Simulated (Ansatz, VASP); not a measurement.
**Two plane-wave programs on BO**

```
B O
1.0
     1.19633    0.69070    4.64586
    -1.19633    0.69070    4.64586
     0.00000   -1.38141    4.64586
B O
1 1
Direct
  0.73372 0.73372 0.73372
  0.02411 0.02411 0.02411
```

Alike in both runs: functional PBE; k mesh 12 × 12 × 12; occupations gaussian, width 0.1 eV; no spin polarisation.

Ansatz relaxed the structure, and its values are those at the end. VASP's run is a single point on that final structure, the one shown.

|  | VASP | Ansatz |
| --- | --- | --- |
| version | VASP 6.6.1 | Ansatz 0.2.0 |
| potentials or method | VASP PAW PBE potentials, release 64 (B, O), cutoff 520 eV | scalar-relativistic, plane waves, PAW |
| valence electrons in the cell | 9 | 9 |

|  | VASP | Ansatz | Ansatz less VASP |
| --- | --- | --- | --- |
| gap on the k mesh at the Fermi level (eV) | none | none | - |
| pressure (GPa) | 0.6 | 0.0 | -0.51 |
| rms of the force components (eV/Å) | 0.001 | 0.009 | +0.0086 |

A gap of «none» marks a metal or a gap that the smearing closes. The functional is the same, so the differences come from potentials, cutoffs and numerics.
